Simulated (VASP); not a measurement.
Crystal: SrO3.

```xyz
8
Lattice="-3.3270 3.3270 4.7050 3.3270 -3.3270 4.7050 3.3270 3.3270 -4.7050" Properties=species:S:1:pos:R:3 pbc="T T T"
Sr    0.0000    0.0000    4.7050
Sr    0.0000    0.0000    0.0000
O     1.7884   -1.5386    4.7050
O     1.5386    1.7884    4.7050
O     0.0000    0.0000    7.0575
O     1.5386    4.8655    0.0000
O     1.7884    1.5386    0.0000
O     0.0000    0.0000    2.3525
```

* Program: VASP 6.6.1
* Task: relaxation of cell and atoms
* Functional: PBE
* Potentials or basis: VASP PAW PBE potentials, release 64 (Sr_sv, O)
* Cutoff: 600 eV
* k mesh: 4 × 4 × 4
* Occupations: gaussian, width 0.1 eV
* Spin: collinear spin, ferromagnetic start
* Starting moments: [0.0, 0.0, 1.0, 1.0, 1.0, 1.0, 1.0, 1.0] μB

At the start: pressure 4.7 GPa; volume 26.04 Å³/atom.

Problem. Where does the relaxation end?

Solution. Over 6 steps the energy falls by 92.6 meV/atom and the volume is 31.91 Å³/atom (+22.5 %); space group I4/mcm (No. 140, to 0.1 Å) before and after; moment 8.00 μB per cell.

Step by step:
```csv
step,energy change (eV),largest force (eV/Å),pressure (GPa),volume (Å³)
1,0.0000,0.1028,4.72,208.31
2,-0.5734,0.0552,2.54,232.32
3,-0.7362,0.0023,0.30,251.37
4,-0.7387,0.0095,0.03,254.07
5,-0.7386,0.0120,-0.07,255.05
6,-0.7405,0.0102,-0.09,255.27
```

Final structure:
```yaml
crystal:
  lattice:
    - [-3.56154, 3.56154, 5.03120]
    - [3.56154, -3.56154, 5.03120]
    - [3.56154, 3.56154, -5.03120]
  atoms:
    - { symbol: Sr, position: [0.50000, 0.50000, 0.00000] }
    - { symbol: Sr, position: [0.00000, 0.00000, 0.00000] }
    - { symbol: O, position: [0.26969, 0.76969, 0.03938] }
    - { symbol: O, position: [0.76969, 0.73031, 0.50000] }
    - { symbol: O, position: [0.75000, 0.75000, 0.00000] }
    - { symbol: O, position: [0.73031, 0.23031, 0.96062] }
    - { symbol: O, position: [0.23031, 0.26969, 0.50000] }
    - { symbol: O, position: [0.25000, 0.25000, 0.00000] }
```

Caveat: the volume moved by over 15 % at a fixed basis, so the end points are rough.
